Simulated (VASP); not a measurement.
# Ir: relaxation of cell and atoms with PBEsol

Ir:

```
Ir
1.0
     0.00000    1.92000    1.92000
     1.92000    0.00000    1.92000
     1.92000    1.92000    0.00000
Ir
1
Direct
  0.00000 0.00000 0.00000
```

```json
{
 "Program": "VASP 6.6.1",
 "Task": "relaxation of cell and atoms",
 "Functional": "PBEsol",
 "Potentials or basis": "VASP PAW PBE potentials, release 64 (Ir)",
 "Cutoff": "600 eV",
 "k mesh": "48 × 48 × 48",
 "Occupations": "gaussian, width 0.1 eV",
 "Spin": "no spin polarisation",
 "Target pressure": "90 GPa",
 "Dipole correction": "no",
 "Further INCAR settings": "ALGO = Fast; EDIFF = 1e-06; IBRION = 2; EDIFFG = -0.003; NSW = 80; ISIF = 3"
}
```

```json
{"Relaxed volume": "12.05 Å³/atom", "Relaxed cell": "a = 2.573 Å, b = 2.573 Å, c = 2.573 Å, α = 60.00°, β = 60.00°, γ = 60.00°", "Space group after relaxing (to 0.1 Å)": "Fm-3m (No. 225)", "Energy change on relaxing (the run minimises the enthalpy)": "+488.9 meV/atom", "Ionic steps": "23", "Pressure after relaxing": "90.0 GPa", "Band gap on the k mesh": "zero (an odd number of electrons rules out a gap without spin polarisation)"}
```

Step by step:
```tsv
step	energy change (eV)	largest force (eV/Å)	pressure (GPa)	volume (Å³)
1	0.0000	0.0000	-1.94	14.16
2	105.2388	0.0000	6558.63	3.18
3	0.0789	0.0000	30.30	13.19
4	0.2218	0.0000	55.23	12.65
5	0.5201	0.0000	93.76	12.00
6	0.4861	0.0000	89.67	12.06
7	0.4862	0.0000	89.65	12.06
8	0.4863	0.0000	89.67	12.06
9	0.4863	0.0000	89.68	12.06
10	0.4863	0.0000	89.68	12.06
11	0.4863	0.0000	89.68	12.06
12	0.4863	0.0000	89.68	12.06
13	0.4864	0.0000	89.68	12.06
14	0.4864	0.0000	89.68	12.06
15	0.4864	0.0000	89.68	12.06
16	0.4865	0.0000	89.69	12.06
17	0.4866	0.0000	89.71	12.06
18	0.4868	0.0000	89.73	12.05
19	0.4873	0.0000	89.77	12.05
20	0.4883	0.0000	89.87	12.05
21	0.4903	0.0000	90.17	12.05
22	0.4892	0.0000	90.06	12.05
23	0.4889	0.0000	89.99	12.05
```

Final structure:
```yaml
crystal:
  lattice:
    - [0.00000, 1.81969, 1.81969]
    - [1.81969, 0.00000, 1.81969]
    - [1.81969, 1.81969, 0.00000]
  atoms:
    - { symbol: Ir, position: [0.00000, 0.00000, 0.00000] }
```

Levels at points of the mesh, in eV from the Fermi level:
| k point | band 1 | band 2 | band 3 | band 4 | band 5 | band 6 | band 7 | band 8 |
| --- | --- | --- | --- | --- | --- | --- | --- | --- |
| (0.00, 0.00, 0.00) | -13.00 | -4.97 | -4.97 | -4.97 | -1.48 | -1.48 | 13.88 | 20.46 |
| (0.50, 0.00, 0.00) | -10.00 | -5.13 | -5.13 | -1.17 | 1.24 | 1.24 | 9.08 | 13.46 |
| (0.50, 0.50, 0.00) | -10.01 | -9.33 | 1.23 | 1.74 | 2.01 | 2.01 | 12.48 | 12.93 |

Wall time 19 min on 1 thread of Intel(R) Xeon(R) 6975P-C (Granite Rapids) (shared host), peak memory 0.74 GiB.

Caveat: the cell is relaxed towards a set pressure, so the run minimises the enthalpy, not the energy; the PAW data sets were made with another functional, which shifts forces and pressure a little; spin-orbit coupling is left out, which moves the levels of the heavy elements.
